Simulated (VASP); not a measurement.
RbMnSe2, 4 atoms in the cell. It takes space group I-4m2 (No. 119, tetragonal). The conventional cell has a = 3.975 Å, b = 3.975 Å, c = 13.895 Å, α = 90.00°, β = 90.00°, γ = 90.00°. Within 4.6 Å of Rb (site symmetry -4m2) lie 8 Se at 3.52 Å and 4 Rb at 3.98 Å and 4 Mn at 4.00 Å. Within 3.2 Å of Mn (site symmetry -4m2) lie 4 Se at 2.40 Å. Within 3.2 Å of Se (site symmetry 2mm) lie 2 Mn at 2.40 Å. 

```yaml
Program: VASP 6.6.1
Task: single point
Functional: PBEsol
Potentials_or_basis: VASP PAW PBE potentials, release 64 (Rb_sv, Mn_pv, Se)
Cutoff: 520 eV
k_mesh: 10 × 10 × 10
Occupations: fermi-dirac, width 0.05 eV
Spin: no spin polarisation
Dipole_correction: no
Further_INCAR_settings: ALGO = Normal; EDIFF = 1e-06; NBANDS = 25
```

Potentials or basis: VASP PAW PBE potentials, release 64 (Rb_sv, Mn_pv, Se).

The run is started by

```sh
$ cat potpaw_PBE.64/Rb_sv/POTCAR potpaw_PBE.64/Mn_pv/POTCAR potpaw_PBE.64/Se/POTCAR > POTCAR
$ mpirun -np 1 vasp_std > vasp.out
```

Hardware: 1 thread of Intel(R) Xeon(R) 6975P-C (Granite Rapids), with other jobs on the host.

Question: How long does it take, and how much memory?

Answer: Run time: 5.8 min on 1 thread of Intel(R) Xeon(R) 6975P-C (Granite Rapids), on a shared host, peak memory 0.62 GiB. Counts: scf iterations 14, k points 102.
